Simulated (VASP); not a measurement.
**Os: single point with PBEsol**

Os:

```
CELL_PARAMETERS angstrom
2.72819 0.00000 0.00000
-1.36409 2.36268 0.00000
0.00000 0.00000 4.30918
ATOMIC_POSITIONS crystal
Os 0.33333 0.66667 0.25000
Os 0.66667 0.33333 0.75000
```

* Program: VASP 6.6.1
* Task: single point
* Functional: PBEsol
* Potentials or basis: VASP PAW PBE potentials, release 64 (Os)
* Cutoff: 520 eV
* k mesh: 16 × 16 × 9
* Occupations: fermi-dirac, width 0.05 eV
* Spin: no spin polarisation
* Dipole correction: no
* Further INCAR settings: ALGO = Normal; EDIFF = 1e-06; NBANDS = 15

```
Pressure               : 0.5 GPa
Band gap on the k mesh : zero (band 8 reaches 11.49 eV, above the bottom of band 9 at 7.59 eV)
```

Levels at points of the mesh, in eV from the Fermi level:
| k point | band 4 | band 5 | band 6 | band 7 | band 8 | band 9 | band 10 | band 11 | band 12 | band 13 |
| --- | --- | --- | --- | --- | --- | --- | --- | --- | --- | --- |
| (0.00, 0.00, 0.00) | -3.12 | -2.86 | -2.26 | -2.26 | -1.60 | -1.60 | -0.02 | 1.70 | 1.70 | 9.12 |
| (0.50, 0.00, 0.00) | -3.62 | -2.97 | -2.62 | -1.93 | 2.05 | 2.62 | 2.75 | 4.45 | 5.74 | 9.36 |

Wall time 93 s on 1 thread of AMD EPYC 7R13 (shared host), peak memory 0.15 GiB.

Caveat: the PAW data sets were made with another functional, which shifts forces and pressure a little; spin-orbit coupling is left out, which moves the levels of the heavy elements.
